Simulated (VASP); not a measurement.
# SnTe (Fm-3m) in VASP: further runs

The runs below take SnTe through electric field gradients, with LDA.

Program: VASP 6.6.1. These are calculated values, not measurements. Logs are shortened: lines on timing, memory, paths and dates and some standing lists are left out, and cuts for length are marked.

### 1 The cell of the first run

Symmetry: Fm-3m, No. 225, cubic system. The conventional cell has a = 6.184 Å, b = 6.184 Å, c = 6.184 Å, α = 90.00°, β = 90.00°, γ = 90.00°. Within 4.1 Å of Sn (site symmetry m-3m) lie 6 Te at 3.09 Å. Te (site symmetry m-3m) has 6 Sn at 3.09 Å within 4.1 Å.

### 2 Electric field gradients, LDA (volume scaled by 0.94)

INCAR reads:

```
PREC = Accurate
ENCUT = 520
EDIFF = 1E-8
ISMEAR = -1
SIGMA = 0.08
LREAL = F
LASPH = T
NELM = 60
ALGO = Normal
ISIF = 2
LWAVE = F
LCHARG = F
GGA = CA
LEFG = T
NBANDS = 17
```

KPOINTS reads:

```
regular mesh
0
Gamma
  11 11 11
```

POSCAR reads:

```
SnTe
1.0
    0.0000000000      3.0920635522      3.0920635522
    3.0920635522      0.0000000000      3.0920635522
    3.0920635522      3.0920635522      0.0000000000
Sn Te
1 1
Direct
    0.0000000000      0.0000000000      0.0000000000
    0.5000000000      0.5000000000      0.5000000000
```

Potentials or basis: VASP PAW LDA potentials, release 64 (Sn_d, Te).

On the command line:

```sh
$ cat potpaw_LDA.64/Sn_d/POTCAR potpaw_LDA.64/Te/POTCAR > POTCAR
$ mpirun -np 1 vasp_std > vasp.out
```

OUTCAR:

```text
PREC = Accurate
   ENCUT = 520
   EDIFF = 1E-8
   ISMEAR = -1
   LREAL = F
   LASPH = T
   NELM = 60
   ISIF = 2
   GGA = CA

 ion  position               nearest neighbor table
   1  0.000  0.000  0.000-   2 3.09   2 3.09   2 3.09   2 3.09   2 3.09   2 3.09
   2  0.500  0.500  0.500-   1 3.09   1 3.09   1 3.09   1 3.09   1 3.09   1 3.09

  LATTYP: Found a face centered cubic cell.
 ALAT       =     6.1841271044

  Lattice vectors:

 A1 = (   0.0000000000,   3.0920635522,   3.0920635522)
 A2 = (   3.0920635522,   0.0000000000,   3.0920635522)
 A3 = (   3.0920635522,   3.0920635522,   0.0000000000)

Analysis of symmetry for initial positions (statically):
=====================================================================
 Subroutine PRICEL returns:
 Original cell was already a primitive cell.

 Routine SETGRP: Setting up the symmetry group for a
 face centered cubic supercell.

 Subroutine GETGRP returns: Found 48 space group operations
 (whereof 48 operations were pure point group operations)
 out of a pool of 48 trial point group operations.

The static configuration has the point symmetry O_h .

Analysis of symmetry for dynamics (positions and initial velocities):
=====================================================================
 Subroutine PRICEL returns:
 Original cell was already a primitive cell.

 Routine SETGRP: Setting up the symmetry group for a
 face centered cubic supercell.

 Subroutine GETGRP returns: Found 48 space group operations
 (whereof 48 operations were pure point group operations)
 out of a pool of 48 trial point group operations.

The dynamic configuration has the point symmetry O_h .

 Subroutine INISYM returns: Found 48 space group operations
 (whereof 48 operations are pure point group operations),
 and found     1 'primitive' translations

----------------------------------------------------------------------------------------

                                     Primitive cell

  volume of cell :      59.1256

  direct lattice vectors                    reciprocal lattice vectors
     0.000000000  3.092063552  3.092063552    -0.161704309  0.161704309  0.161704309
     3.092063552  0.000000000  3.092063552     0.161704309 -0.161704309  0.161704309
     3.092063552  3.092063552  0.000000000     0.161704309  0.161704309 -0.161704309

  length of vectors
     4.372838211  4.372838211  4.372838211     0.280080079  0.280080079  0.280080079

  position of ions in fractional coordinates (direct lattice)
     0.000000000  0.000000000  0.000000000
     0.500000000  0.500000000  0.500000000

  ion indices of the primitive-cell ions
   primitive index   ion index
                 1           1
                 2           2

----------------------------------------------------------------------------------------

 KPOINTS: regular mesh

Automatic generation of k-mesh.
 Grid dimensions read from file:
 generate k-points for:   11   11   11

 Generating k-lattice:

  Cartesian coordinates                     Fractional coordinates (reciprocal lattice)
    -0.014700392  0.014700392  0.014700392     0.090909091  0.000000000  0.000000000
     0.014700392 -0.014700392  0.014700392     0.000000000  0.090909091  0.000000000
     0.014700392  0.014700392 -0.014700392     0.000000000  0.000000000  0.090909091

  Length of vectors
     0.025461825  0.025461825  0.025461825

  Shift w.r.t. Gamma in fractional coordinates (k-lattice)
     0.000000000  0.000000000  0.000000000

 Subroutine IBZKPT returns following result:
 ===========================================

 Found     56 irreducible k-points:

 Following reciprocal coordinates:
            Coordinates               Weight
  0.000000  0.000000  0.000000      1.000000
  0.090909  0.000000  0.000000      8.000000
  0.181818  0.000000  0.000000      8.000000
  0.272727  0.000000  0.000000      8.000000
  0.363636  0.000000  0.000000      8.000000
  0.454545  0.000000  0.000000      8.000000
[... 16 lines left out ...]
 -0.272727  0.181818  0.000000     24.000000
 -0.181818  0.181818  0.000000     12.000000
 [... further k-points ...]
   k-points           NKPTS =     56   k-points in BZ     NKDIM =     56   number of bands    NBANDS=     17
   number of dos      NEDOS =    301   number of ions     NIONS =      2
   total plane-waves  NPLWV =  46656
   dimension x,y,z NGX =    36 NGY =   36 NGZ =   36
   dimension x,y,z NGXF=    72 NGYF=   72 NGZF=   72
   ions per type =               1   1
   NGX,Y,Z   is equivalent  to a cutoff of  13.69, 13.69, 13.69 a.u.
   NGXF,Y,Z  is equivalent  to a cutoff of  27.37, 27.37, 27.37 a.u.
 SYSTEM =  unknown system
   PREC   = accura    normal or accurate (medium, high low for compatibility)
   ISTART =      0    job   : 0-new  1-cont  2-samecut
   ICHARG =      2    charge: 1-file 2-atom 10-const
   ISPIN  =      1    spin polarized calculation?
   LNONCOLLINEAR =      F non collinear calculations
   LSORBIT =      F    spin-orbit coupling
   LASPH  =      T    aspherical Exc in radial PAW
   ENCUT  =  520.0 eV  38.22 Ry    6.18 a.u.   8.13  8.13  8.13*2*pi/ulx,y,z
   NELM   =     60;   NELMIN=  2; NELMDL= -5     # of ELM steps
   EDIFF  = 0.1E-07   stopping-criterion for ELM
   LREAL  =      F    real-space projection
   EDIFFG = 0.1E-06   stopping-criterion for IOM
   NSW    =      0    number of steps for IOM
   IBRION =     -1    ionic relax: 0-MD 1-quasi-New 2-CG
   NFREE  =      0    steps in history (QN), initial steepest desc. (CG)
   ISIF   =      2    stress and relaxation
   ISYM   =      2    0-nonsym 1-usesym 2-fastsym
   POTIM  = 0.5000    time-step for ionic-motion
   TEBEG  =    0.0;   TEEND  =   0.0 temperature during run
   PSTRESS=    0.0 pullay stress
   NELECT =      20.0000    total number of electrons
   NUPDOWN=      -1.0000    fix difference up-down
   EMIN   =  10.00;   EMAX   =-10.00  energy-range for DOS
   EFERMI =   0.00;   METHOD = LEGACY
   ISMEAR =    -1;   SIGMA  =   0.08  broadening in eV -4-tet -1-fermi 0-gaus
   EFERMI_NEDOS =   21; number of points for ismear=-14 and -15
   IALGO  =     38    algorithm
   IMIX   =      4    mixing-type and parameters
     AMIX     =   0.40;   BMIX     =  1.00
     AMIX_MAG =   1.60;   BMIX_MAG =  1.00
  volume/ion in A,a.u.               =      29.56       199.50
  Fermi-wavevector in a.u.,A,eV,Ry     =   1.140669  2.155552 17.702900  1.301126
  Thomas-Fermi vector in A             =   2.277371
   LORBIT       =      0    0 simple, 1 ext, 2 COOP (PROOUT), +10 PAW based schemes
   GGA     = CA    functional components
   LHFCALC =     F    Hartree Fock is set to
   AEXX    =    0.0000 exact exchange contribution
   IVDW    =     0    specifies the selected vdW correction
   LEPSILON=     F    determine dielectric tensor
   LRPA    =     F    only Hartree local field effects (RPA)
 non-spin polarized calculation
  energy-cutoff  :      520.00
  volume of cell :       59.13
 maximum number of plane-waves:      1639
 NGX is ok and might be reduce to    36
   NGX = 17   NGY = 17   NGZ = 17

 number of electron      20.0000001 magnetization

 Free energy of the ion-electron system (eV)
  ---------------------------------------------------
  ext. energy  EPLUGINS =         0.00000000
  ---------------------------------------------------
  free energy    TOTEN  =        -8.82641488 eV

  energy without entropy =       -8.82379903  energy(sigma->0) =       -8.82510695

 E-fermi :   7.4708     XC(G=0):  -9.9879

 val. band max:        7.2950588338   @ k =   0.4545   0.0000   0.0000
 cond. band min:       7.7452645704   @ k =  -0.3636   0.0909   0.0000
 fundamental gap:      0.4502057366
 Fermi energy:         7.4707893780

 k-point     1 :       0.0000    0.0000    0.0000
  band No.  band energies     occupation
      1     -14.3536      2.00000
      2     -14.3536      2.00000
      3     -14.3409      2.00000
      4     -14.3409      2.00000
      5     -14.3409      2.00000
      6      -5.7814      2.00000
[... 9 lines left out ...]
     16      12.1465      0.00000
     17      14.0815      0.00000

 k-point     2 :       0.0909    0.0000    0.0000
  band No.  band energies     occupation
      1     -14.3540      2.00000
      2     -14.3540      2.00000
      3     -14.3407      2.00000
      4     -14.3403      2.00000
      5     -14.3403      2.00000
      6      -5.7053      2.00000
[... 9 lines left out ...]
     16      12.3291      0.00000
     17      14.7499      0.00000

 k-point     3 :       0.1818    0.0000    0.0000
  band No.  band energies     occupation
      1     -14.3553      2.00000
      2     -14.3553      2.00000
      3     -14.3403      2.00000
      4     -14.3386      2.00000
      5     -14.3386      2.00000
      6      -5.4829      2.00000
[... 9 lines left out ...]
     16      12.8334      0.00000
     17      16.2737      0.00000

 k-point     4 :       0.2727    0.0000    0.0000
  band No.  band energies     occupation
      1     -14.3573      2.00000
      2     -14.3573      2.00000
      3     -14.3398      2.00000
      4     -14.3361      2.00000
      5     -14.3361      2.00000
      6      -5.1367      2.00000
[... 9 lines left out ...]
     16      13.6282      0.00000
     17      17.8913      0.00000

 k-point     5 :       0.3636    0.0000    0.0000
  band No.  band energies     occupation
      1     -14.3593      2.00000
      2     -14.3593      2.00000
      3     -14.3394      2.00000
      4     -14.3337      2.00000
      5     -14.3337      2.00000
      6      -4.7261      2.00000
[... 9 lines left out ...]
     16      14.6807      0.00000
     17      18.1645      0.00000

 k-point     6 :       0.4545    0.0000    0.0000
  band No.  band energies     occupation
      1     -14.3604      2.00000
      2     -14.3604      2.00000
      3     -14.3391      2.00000
      4     -14.3323      2.00000
      5     -14.3323      2.00000
      6      -4.4011      2.00000
[... 9 lines left out ...]
     16      15.9223      0.00000
     17      16.8131      0.00000
[... 281 lines left out ...]
 k-point    21 :      -0.4545    0.1818    0.0000
  band No.  band energies     occupation
      1     -14.3647      2.00000
      2     -14.3574      2.00000
      3     -14.3381      2.00000
      4     -14.3332      2.00000
      5     -14.3309      2.00000
      6      -4.1982      2.00000
[... 9 lines left out ...]
     16      15.8195      0.00000
     17      17.7148      0.00000

 k-point    22 :      -0.3636    0.1818    0.0000
  band No.  band energies     occupation
      1     -14.3625      2.00000
      2     -14.3588      2.00000
      3     -14.3373      2.00000
      4     -14.3337      2.00000
      5     -14.3323      2.00000
      6      -4.3104      2.00000
[... 9 lines left out ...]
     16      14.8822      0.00000
     17      17.8925      0.00000

 k-point    23 :      -0.2727    0.1818    0.0000
  band No.  band energies     occupation
      1     -14.3596      2.00000
      2     -14.3593      2.00000
      3     -14.3382      2.00000
      4     -14.3344      2.00000
      5     -14.3339      2.00000
      6      -4.6513      2.00000
[... 9 lines left out ...]
     16      16.1927      0.00000
     17      16.8341      0.00000

 k-point    24 :      -0.1818    0.1818    0.0000
  band No.  band energies     occupation
      1     -14.3587      2.00000
      2     -14.3568      2.00000
      3     -14.3394      2.00000
      4     -14.3365      2.00000
      5     -14.3348      2.00000
      6      -5.0232      2.00000
[... 9 lines left out ...]
     16      15.4237      0.00000
     17      15.6008      0.00000

 [... further k-points ...]

------------------------ aborting loop because EDIFF is reached ----------------------------------------

  FORCE on cell =-STRESS in cart. coord.  units (eV):
  Direction    XX          YY          ZZ          XY          YZ          ZX
  --------------------------------------------------------------------------------------
  -------------------------------------------------------------------------------------
  Total        0.5140779      0.5140779      0.5140779      0.0000000      0.0000000      0.0000000
  in kB       13.9304230     13.9304230     13.9304230      0.0000000      0.0000000      0.0000000
  external PRESSURE =      13.9304230 kB  Pullay stress =       0.0000000 kB

 VOLUME and BASIS-vectors are now :
 -----------------------------------------------------------------------------
  energy-cutoff  :      520.00
  volume of cell :       59.13
      direct lattice vectors                 reciprocal lattice vectors
     0.000000000  3.092063552  3.092063552    -0.161704309  0.161704309  0.161704309
     3.092063552  0.000000000  3.092063552     0.161704309 -0.161704309  0.161704309
     3.092063552  3.092063552  0.000000000     0.161704309  0.161704309 -0.161704309

 POSITION                                       TOTAL-FORCE (eV/Angst)
 -----------------------------------------------------------------------------------
      0.00000      0.00000      0.00000         0.000000      0.000000     -0.000000
      3.09206      3.09206      3.09206        -0.000000     -0.000000      0.000000
 -----------------------------------------------------------------------------------
    total drift:                               -0.000000      0.000000      0.000000

  FREE ENERGIE OF THE ION-ELECTRON SYSTEM (eV)
  ---------------------------------------------------
  free  energy   TOTEN  =        -8.8264148761 eV

  energy  without entropy=       -8.8237990333  energy(sigma->0) =       -8.82510695

 Electric field gradients (V/A^2)
---------------------------------------------------------------------
 ion       V_xx      V_yy      V_zz      V_xy      V_xz      V_yz
---------------------------------------------------------------------
   1      -0.000     0.000    -0.000    -0.001    -0.001    -0.001
   2      -0.000     0.000     0.000     0.000     0.000     0.000
---------------------------------------------------------------------

 Electric field gradients after diagonalization (V/A^2)
 (convention: |V_zz| > |V_xx| > |V_yy|)
----------------------------------------------------------------------
 ion       V_xx      V_yy      V_zz     asymmetry (V_yy - V_xx)/ V_zz
----------------------------------------------------------------------
   1       0.001     0.001    -0.002       0.000
   2      -0.000    -0.000     0.000       0.000
----------------------------------------------------------------------

           NMR quadrupolar parameters

 Cq : quadrupolar parameter    Cq=e*Q*V_zz/h
 eta: asymmetry parameters     (V_yy - V_xx)/ V_zz
 Q  : nuclear electric quadrupole moment in mb (millibarn)
----------------------------------------------------------------------
 ion       Cq(MHz)       eta       Q (mb)
----------------------------------------------------------------------
   1      -0.000       0.000       1.000
   2       0.000       0.000       1.000
----------------------------------------------------------------------
```

Wall time 52 s (1 thread of Intel Xeon Platinum 8259CL at 2.50GHz (Skylake/Cascade Lake), shared host); peak memory 0.2 GiB.

What came out:

| Quantity | Value |
| --- | --- |
| Free energy | -8.8264 eV |
| Pressure | 1.4 GPa |

Caveat: this odd mesh misses L, where the gap lies, so gap, dielectric constants and Born charges aren't listed; without QUAD_EFG the Cq values of the log hold for a quadrupole moment of 1 mb, not for the nuclei; spin-orbit coupling is left out, which moves the levels of the heavy elements.

### 3 Electric field gradients, LDA (volume scaled by 0.94)

INCAR reads:

```
SYSTEM = SnTe
PREC = Accurate
ENCUT = 520
EDIFF = 1E-8
ISMEAR = -1
SIGMA = 0.08
LREAL = .False.
LASPH = .True.
NELM = 60
ALGO = Normal
ISIF = 2
LWAVE = .False.
LCHARG = .False.
LEFG = .True.
NBANDS = 17
```

KPOINTS reads:

```
Automatic mesh
0
Gamma
  11 11 11
  0 0 0
```

POSCAR is that of step 2.

Potentials or basis: VASP PAW LDA potentials, release 64 (Sn_d, Te).

On the command line:

```sh
$ cat potpaw_LDA.64/Sn_d/POTCAR potpaw_LDA.64/Te/POTCAR > POTCAR
$ mpirun -np 1 vasp_std > vasp.out
```

OUTCAR:

```text
SYSTEM = SnTe
   PREC = Accurate
   ENCUT = 520
   EDIFF = 1E-8
   ISMEAR = -1
   LREAL = .False.
   LASPH = .True.
   NELM = 60
   ISIF = 2

 ion  position               nearest neighbor table
   1  0.000  0.000  0.000-   2 3.09   2 3.09   2 3.09   2 3.09   2 3.09   2 3.09
   2  0.500  0.500  0.500-   1 3.09   1 3.09   1 3.09   1 3.09   1 3.09   1 3.09

  LATTYP: Found a face centered cubic cell.
 ALAT       =     6.1841271044

  Lattice vectors:

 A1 = (   0.0000000000,   3.0920635522,   3.0920635522)
 A2 = (   3.0920635522,   0.0000000000,   3.0920635522)
 A3 = (   3.0920635522,   3.0920635522,   0.0000000000)

Analysis of symmetry for initial positions (statically):
=====================================================================
 Subroutine PRICEL returns:
 Original cell was already a primitive cell.

 Routine SETGRP: Setting up the symmetry group for a
 face centered cubic supercell.

 Subroutine GETGRP returns: Found 48 space group operations
[... 669 lines left out ...]
     0.000000000  3.092063552  3.092063552    -0.161704309  0.161704309  0.161704309
     3.092063552  0.000000000  3.092063552     0.161704309 -0.161704309  0.161704309
     3.092063552  3.092063552  0.000000000     0.161704309  0.161704309 -0.161704309

 POSITION                                       TOTAL-FORCE (eV/Angst)
 -----------------------------------------------------------------------------------
      0.00000      0.00000      0.00000         0.000000      0.000000     -0.000000
      3.09206      3.09206      3.09206        -0.000000     -0.000000      0.000000
 -----------------------------------------------------------------------------------
    total drift:                               -0.000000      0.000000      0.000000

  FREE ENERGIE OF THE ION-ELECTRON SYSTEM (eV)
  ---------------------------------------------------
  free  energy   TOTEN  =        -8.8264148761 eV

  energy  without entropy=       -8.8237990333  energy(sigma->0) =       -8.82510695

 Electric field gradients (V/A^2)
---------------------------------------------------------------------
 ion       V_xx      V_yy      V_zz      V_xy      V_xz      V_yz
---------------------------------------------------------------------
   1      -0.000     0.000    -0.000    -0.001    -0.001    -0.001
   2      -0.000     0.000     0.000     0.000     0.000     0.000
---------------------------------------------------------------------

 Electric field gradients after diagonalization (V/A^2)
 (convention: |V_zz| > |V_xx| > |V_yy|)
----------------------------------------------------------------------
 ion       V_xx      V_yy      V_zz     asymmetry (V_yy - V_xx)/ V_zz
----------------------------------------------------------------------
   1       0.001     0.001    -0.002       0.000
   2      -0.000    -0.000     0.000       0.000
----------------------------------------------------------------------

           NMR quadrupolar parameters

 Cq : quadrupolar parameter    Cq=e*Q*V_zz/h
 eta: asymmetry parameters     (V_yy - V_xx)/ V_zz
 Q  : nuclear electric quadrupole moment in mb (millibarn)
----------------------------------------------------------------------
 ion       Cq(MHz)       eta       Q (mb)
----------------------------------------------------------------------
   1      -0.000       0.000       1.000
   2       0.000       0.000       1.000
----------------------------------------------------------------------
```

It took 49 s on 1 thread of Intel Xeon Platinum 8259CL at 2.50GHz (Skylake/Cascade Lake), shared host; peak memory 0.2 GiB.

Results:

```
Free energy : -8.8264 eV
Pressure    : 1.4 GPa
```

Levels at points of the mesh, in eV from the Fermi level:
```csv
k point,band 6,band 7,band 8,band 9,band 10,band 11,band 12,band 13,band 14,band 15
"(0.00, 0.00, 0.00)",-13.25,-4.56,-2.28,-2.28,-2.28,3.41,3.41,3.41,4.68,4.68
```

Caveat: this odd mesh misses L, where the gap lies, so gap, dielectric constants and Born charges aren't listed; without QUAD_EFG the Cq values of the log hold for a quadrupole moment of 1 mb, not for the nuclei; spin-orbit coupling is left out, which moves the levels of the heavy elements.

[end of part 1 of 3]
